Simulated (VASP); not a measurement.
# Sc (P6_3/mmc) in VASP: notebook, part 2 of 2

VASP 6.6.1. The steps go on from the part before.

**3. Relaxation of volume and atoms at fixed shape, r2SCAN**

This run uses another cell than the first one, of 25.00 Å³/atom, 1.004 times its volume.

Input file POSCAR:

```
Sc
1.0
    3.3090000000      0.0000000000      0.0000000000
   -1.6545000000      2.8656780000      0.0000000000
    0.0000000000      0.0000000000      5.2733000000
Sc
2
Direct
    0.3333333333      0.6666666667      0.2500000000
    0.6666666667      0.3333333333      0.7500000000
```

Input file INCAR.step1:

```
PREC = Accurate
ENCUT = 600
ISMEAR = -1
SIGMA = 0.05
LREAL = F
LASPH = T
NELM = 100
GGA = PE
ALGO = Normal
EDIFF = 1E-4
LWAVE = T
LCHARG = F
```

Input file INCAR.step2:

```
PREC = Accurate
ENCUT = 600
EDIFF = 1E-6
ISMEAR = -1
SIGMA = 0.05
LREAL = F
LASPH = T
NELM = 100
ALGO = Normal
ISIF = 8
LWAVE = F
LCHARG = F
METAGGA = R2SCAN
LMIXTAU = T
IBRION = 2
NSW = 60
EDIFFG = -0.03
ISTART = 1
```

Input file KPOINTS:

```
Automatic mesh
0
Gamma
  6 6 4
```

Potentials or basis: VASP PAW PBE potentials, release 64 (Sc_sv).

The run is started by

```
$ cat potpaw_PBE.64/Sc_sv/POTCAR > POTCAR
$ cp INCAR.step1 INCAR
$ mpirun -np 1 vasp_std > vasp.out
$ cp INCAR.step2 INCAR
$ mpirun -np 1 vasp_std > vasp.out
```

OUTCAR:

```text
PREC = Accurate
   ENCUT = 600
   EDIFF = 1E-6
   ISMEAR = -1
   LREAL = F
   LASPH = T
   NELM = 100
   ISIF = 8
   METAGGA = R2SCAN
   IBRION = 2
   NSW = 60
   EDIFFG = -0.03
   ISTART = 1

 ion  position               nearest neighbor table
   1  0.333  0.667  0.250-   2 3.26   2 3.26   2 3.26   2 3.26   2 3.26   2 3.26
   2  0.667  0.333  0.750-   1 3.26   1 3.26   1 3.26   1 3.26   1 3.26   1 3.26

  LATTYP: Found a hexagonal cell.
 ALAT       =     3.3090000000
 C/A-ratio  =     1.5936234512

  Lattice vectors:

 A1 = (   3.3090000000,   0.0000000000,   0.0000000000)
 A2 = (  -1.6545000000,   2.8656780000,   0.0000000000)
 A3 = (   0.0000000000,   0.0000000000,   5.2733000000)

Analysis of symmetry for initial positions (statically):
=====================================================================
 Subroutine PRICEL returns:
 Original cell was already a primitive cell.

 Routine SETGRP: Setting up the symmetry group for a
 hexagonal supercell.

 Subroutine GETGRP returns: Found 24 space group operations
 (whereof 12 operations were pure point group operations)
 out of a pool of 24 trial point group operations.

The static configuration has the point symmetry D_3d.
 The point group associated with its full space group is D_6h.

Analysis of symmetry for dynamics (positions and initial velocities):
=====================================================================
 Subroutine PRICEL returns:
 Original cell was already a primitive cell.

 Routine SETGRP: Setting up the symmetry group for a
 hexagonal supercell.

 Subroutine GETGRP returns: Found 24 space group operations
 (whereof 12 operations were pure point group operations)
 out of a pool of 24 trial point group operations.

The dynamic configuration has the point symmetry D_3d.
 The point group associated with its full space group is D_6h.

 Subroutine INISYM returns: Found 24 space group operations
 (whereof 12 operations are pure point group operations),
[... 120 lines left out ...]
   IVDW    =     0    specifies the selected vdW correction
   LEPSILON=     F    determine dielectric tensor
   LRPA    =     F    only Hartree local field effects (RPA)
 conjugate gradient relaxation of ions
 non-spin polarized calculation
  energy-cutoff  :      600.00
  volume of cell :       50.00
 maximum number of plane-waves:      1713
 NGX is ok and might be reduce to    28
   NGX = 13   NGY = 13   NGZ = 21

 number of electron      22.0000001 magnetization

 Free energy of the ion-electron system (eV)
  ---------------------------------------------------
  ext. energy  EPLUGINS =         0.00000000
  ---------------------------------------------------
  free energy    TOTEN  =       -22.73260115 eV

  energy without entropy =      -22.70574336  energy(sigma->0) =      -22.71917226

 E-fermi :   3.6326     XC(G=0): -10.5434

 val. band max:        3.6046338518   @ k =   0.3333   0.3333   0.5000
 cond. band min:       3.6668781283   @ k =   0.5000   0.0000   0.5000
 fundamental gap:      0.0622442764
 Fermi energy:         3.6325606835

 k-point     1 :       0.0000    0.0000    0.0000
  band No.  band energies     occupation
      1     -47.9167      2.00000
      2     -47.8527      2.00000
      3     -25.7548      2.00000
      4     -25.4217      2.00000
      5     -25.4217      2.00000
      6     -25.3639      2.00000
      7     -25.3639      2.00000
      8     -25.3422      2.00000
      9      -1.8391      2.00000
     10       1.9224      2.00000
     11       3.8985      0.00975
     12       5.4469      0.00000
     13       5.4469      0.00000
     14       5.5825      0.00000
[... 347 lines left out ...]
      2     -47.8454      2.00000
      3     -25.6731      2.00000
      4     -25.6731      2.00000
      5     -25.5825      2.00000
      6     -25.5825      2.00000
      7     -25.4158      2.00000
      8     -25.4158      2.00000
      9       3.2121      1.99955
     10       3.2121      1.99955
     11       3.6046      1.27223
     12       3.6046      1.27223
     13       3.8585      0.02157
     14       3.8585      0.02157
     15       6.2235      0.00000

------------------------ aborting loop because EDIFF is reached ----------------------------------------

  FORCE on cell =-STRESS in cart. coord.  units (eV):
  Direction    XX          YY          ZZ          XY          YZ          ZX
  --------------------------------------------------------------------------------------
  -------------------------------------------------------------------------------------
  Total        0.1666001      0.1666001     -0.3451215     -0.0000000      0.0000000      0.0000000
  in kB        5.3380083      5.3380081    -11.0579837     -0.0000000      0.0000000      0.0000000
  external PRESSURE =      -0.1273224 kB  Pullay stress =       0.0000000 kB

 VOLUME and BASIS-vectors are now :
 -----------------------------------------------------------------------------
  energy-cutoff  :      600.00
  volume of cell :       50.00
      direct lattice vectors                 reciprocal lattice vectors
     3.309000000  0.000000000  0.000000000     0.302206105  0.174478780  0.000000000
    -1.654500000  2.865678000  0.000000000     0.000000000  0.348957559  0.000000000
     0.000000000  0.000000000  5.273300000     0.000000000  0.000000000  0.189634574

 POSITION                                       TOTAL-FORCE (eV/Angst)
 -----------------------------------------------------------------------------------
     -0.00000      1.91045      1.31832        -0.000000     -0.000000      0.000000
      1.65450      0.95523      3.95498         0.000000      0.000000     -0.000000
 -----------------------------------------------------------------------------------
    total drift:                               -0.000000      0.000000     -0.000000

  FREE ENERGIE OF THE ION-ELECTRON SYSTEM (eV)
  ---------------------------------------------------
  free  energy   TOTEN  =       -22.7326011485 eV

  energy  without entropy=      -22.7057433647  energy(sigma->0) =      -22.71917226

 reached required accuracy - stopping structural energy minimisation
```

OUTCAR.step1:

```text
PREC = Accurate
   ENCUT = 600
   ISMEAR = -1
   LREAL = F
   LASPH = T
   NELM = 100
[... 594 lines left out ...]
 -----------------------------------------------------------------------------------
     -0.00000      1.91045      1.31832        -0.000000      0.000000      0.000000
      1.65450      0.95523      3.95498         0.000000      0.000000      0.000000
 -----------------------------------------------------------------------------------
    total drift:                               -0.000000      0.000000     -0.000000

  FREE ENERGIE OF THE ION-ELECTRON SYSTEM (eV)
  ---------------------------------------------------
  free  energy   TOTEN  =       -12.5192429761 eV

  energy  without entropy=      -12.4908554001  energy(sigma->0) =      -12.50504919
```

It took 89 s on 1 thread of Intel Xeon Platinum 8488C (Sapphire Rapids), shared host; peak memory 0.18 GiB.

What came out:

```yaml
Free_energy: -22.7326 eV
Pressure_after_relaxing: 0.0 GPa
Band_gap_on_the_k_mesh: zero (band 11 reaches 4.65 eV, above the bottom of band 12 at 3.23 eV)
```

Stress tensor (GPa, compression positive):
```
 0.53  0.00  0.00
 0.00  0.53  0.00
 0.00  0.00 -1.11
```

Final structure:
```
CELL_PARAMETERS angstrom
3.30900 0.00000 0.00000
-1.65450 2.86568 0.00000
0.00000 0.00000 5.27330
ATOMIC_POSITIONS crystal
Sc 0.33333 0.66667 0.25000
Sc 0.66667 0.33333 0.75000
```

Caveat: the k points lie up to 0.37 Å⁻¹ apart in the final cell; the relaxation stopped at its first step, so nothing moved; the PAW data sets were made with another functional, which shifts forces and pressure a little.
